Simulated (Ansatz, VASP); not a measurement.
## One calculation of Fe, two programs

INCAR

```
SYSTEM = Fe
  PREC = Accurate
  ENCUT = 520
  EDIFF = 1E-6
  ISMEAR = -1
  SIGMA = 0.08
  LREAL = .FALSE.
  LASPH = .TRUE.
  NELM = 100
  ALGO = Normal
  ISIF = 2
  LWAVE = .FALSE.
  LCHARG = .FALSE.
  GGA = PS
  NBANDS = 15
```

Contents of KPOINTS:

```
Automatic mesh
0
G
  17 17 10
  0 0 0
```

File POSCAR:

```
Fe
1.0
    2.4818982858      0.0000000000      0.0000000000
   -1.2409491429      2.1493869651      0.0000000000
    0.0000000000      0.0000000000      3.9172856485
Fe
2
Direct
    0.3333333333      0.6666666667      0.2500000000
    0.6666666667      0.3333333333      0.7500000000
```

Input for Ansatz:

```yaml
crystal:
  lattice:
    - [2.4818982858, 0.0, 0.0]
    - [-1.2409491429, 2.1493869651, 0.0]
    - [0.0, 0.0, 3.9172856485]
  atoms:
    - { symbol: Fe, position: [0.3333333333, 0.6666666667, 0.25] }
    - { symbol: Fe, position: [0.6666666667, 0.3333333333, 0.75] }
kpoints:
  mp_grid: { grid: [17, 17, 10] }
scf:
  occupations: { method: fermi_dirac, width: 0.08 }
hamiltonian:
  xc: pbesol
  pseudopotentials: { kind: all_electron, lapw: { basis_error: 0.00025 } }
output:
  forces: true
  stress: true
  eigenvalues: true
```

Change from the starting cell: volume scaled by 1.06.

Alike in both runs: task single point; functional PBEsol; k mesh 17 × 17 × 10; occupations fermi-dirac, width 0.08 eV; no spin polarisation.

|  | VASP | Ansatz |
| --- | --- | --- |
| version | VASP 6.6.1 | Ansatz 0.2.0 |
| potentials or method | VASP PAW PBE potentials, release 64 (Fe), cutoff 520 eV | all-electron LAPW, scalar-relativistic |

VASP gave:

```
pressure (GPa)                                                : -17.6
traceless stress, the component that is largest in VASP (GPa) : -0.01
```

Problem. Which values does Ansatz return?

Solution. Pressure (GPa): -17.4; traceless stress, the component that is largest in VASP (GPa): 0.07.

VASP's potentials were made for PBE, not for PBEsol. Ansatz ran all-electron here, and VASP with PAW potentials.
